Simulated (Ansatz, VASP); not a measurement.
TiAl5: VASP beside Ansatz

```xyz
6
Lattice="-2.7724 2.7724 3.1560 2.7724 -2.7724 3.1560 2.7724 2.7724 -3.1560" Properties=species:S:1:pos:R:3 pbc="T T T"
Ti    0.0000    0.0000    3.1560
Al    1.3862    1.3862    1.5780
Al    1.3862    1.3862   -1.5780
Al   -1.3862    1.3862    1.5780
Al    1.3862   -1.3862    1.5780
Al    0.0000    0.0000    0.0000
```

Alike in both runs: task single point; functional PBE; k mesh 4 × 4 × 4; occupations gaussian, width 0.1 eV; no spin polarisation.

|  | VASP | Ansatz |
| --- | --- | --- |
| version | VASP 6.6.1 | Ansatz 0.2.0 |
| potentials or method | VASP PAW PBE potentials, release 64 (Ti_sv, Al), cutoff 520 eV | scalar-relativistic, plane waves, PAW |
| valence electrons in the cell | 27 | 27 |

|  | VASP | Ansatz | Ansatz less VASP |
| --- | --- | --- | --- |
| gap on the k mesh at the Fermi level (eV) | none | none | - |
| pressure (GPa) | 20.2 | 20.2 | +0.04 |
| traceless stress, the component that is largest in VASP (GPa) | -8.58 | -8.56 | +0.026 |

A gap of «none» marks a metal or a gap that the smearing closes. With one functional, cell and mesh, what is left measures potentials, basis and numerics.

The k mesh is coarse, so the values compare programs but aren't converged.
